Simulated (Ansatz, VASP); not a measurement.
**Ta4O: VASP beside Ansatz**

INCAR

```
SYSTEM = Ta4O
PREC     = Accurate       ! precision mode
ENCUT    = 520            ! plane-wave cutoff, eV
EDIFF    = 1E-6           ! SCF threshold, eV
ISMEAR   = 0              ! smearing method
SIGMA    = 0.1            ! smearing width, eV
LREAL    = .False.        ! projectors in reciprocal space
LASPH    = .True.         ! aspherical terms in the spheres
NELM     = 60             ! most SCF steps
ALGO     = Normal         ! electronic algorithm
ISIF     = 2              ! what is computed and relaxed
LWAVE    = .False.        ! write WAVECAR
LCHARG   = .True.         ! write CHGCAR
GGA      = PS             ! functional
LELF     = .True.         ! ELF
LVHAR    = .True.       
NBANDS   = 33             ! bands
```

File KPOINTS:

```
Automatic mesh
0
Gamma
  4 4 2
  0 0 0
```

Contents of POSCAR:

```
Ta4O
1.0
    3.2320470291     -0.0152481768      0.0288595295
   -0.0152481768      3.2607564900     -0.0239794059
    0.0656424534     -0.0545423666      7.3830922482
Ta O
4 1
Direct
    0.0557881040      0.0175980815      0.4959207976
    0.5099888585      0.4844793375      0.7830196518
    0.4958958890      0.5104955771      0.2247411169
    0.0271957279      0.0119959521     -0.0099535760
    0.4860972249      0.4512680640      0.5148622201
```

Input for Ansatz:

```yaml
crystal:
  lattice:
    - [3.2320470291, -0.0152481768, 0.0288595295]
    - [-0.0152481768, 3.26075649, -0.0239794059]
    - [0.0656424534, -0.0545423666, 7.3830922482]
  atoms:
    - { symbol: Ta, position: [0.055788104, 0.0175980815, 0.4959207976] }
    - { symbol: Ta, position: [0.5099888585, 0.4844793375, 0.7830196518] }
    - { symbol: Ta, position: [0.495895889, 0.5104955771, 0.2247411169] }
    - { symbol: Ta, position: [0.0271957279, 0.0119959521, -0.009953576] }
    - { symbol: O, position: [0.4860972249, 0.451268064, 0.5148622201] }
basis:
  ecutwfc: 420
kpoints:
  mp_grid: { grid: [4, 4, 2] }
hamiltonian:
  xc: pbesol
scf:
  occupations: { method: gaussian, width: 0.1 }
output:
  forces: true
  stress: true
  eigenvalues: true
```

Change from the starting cell: kmesh displaced: [4, 4, 2] Gamma-centred.

Alike in both runs: task single point; functional PBEsol; k mesh 4 × 4 × 2; occupations gaussian, width 0.1 eV; no spin polarisation.

|  | VASP | Ansatz |
| --- | --- | --- |
| version | VASP 6.6.1 | Ansatz 0.2.0 |
| potentials or method | VASP PAW PBE potentials, release 64 (Ta_pv, O), cutoff 520 eV | scalar-relativistic, plane waves, PAW |
| valence electrons in the cell | 50 | 58 |

Ansatz gave:

- gap on the k mesh at the Fermi level (eV): none
- pressure (GPa): -0.2
- traceless stress, the component that is largest in VASP (GPa): 5.28
- rms of the force components (eV/Å): 1.142

Question: Estimate VASP's values.

Answer: gap on the k mesh at the Fermi level (eV): none; pressure (GPa): 0.2; traceless stress, the component that is largest in VASP (GPa): 5.40; rms of the force components (eV/Å): 1.168.

VASP's potentials were made for PBE, not for PBEsol. Atom by atom the forces differ by 0.032 eV/Å (rms over components). A gap of «none» marks a metal or a gap that the smearing closes. VASP's potentials hold 50 valence electrons a cell and Ansatz's 58, so a difference there can come from the potentials and not from the codes.

The k mesh is coarse, so the values compare programs but aren't converged. Spin-orbit coupling is off throughout.
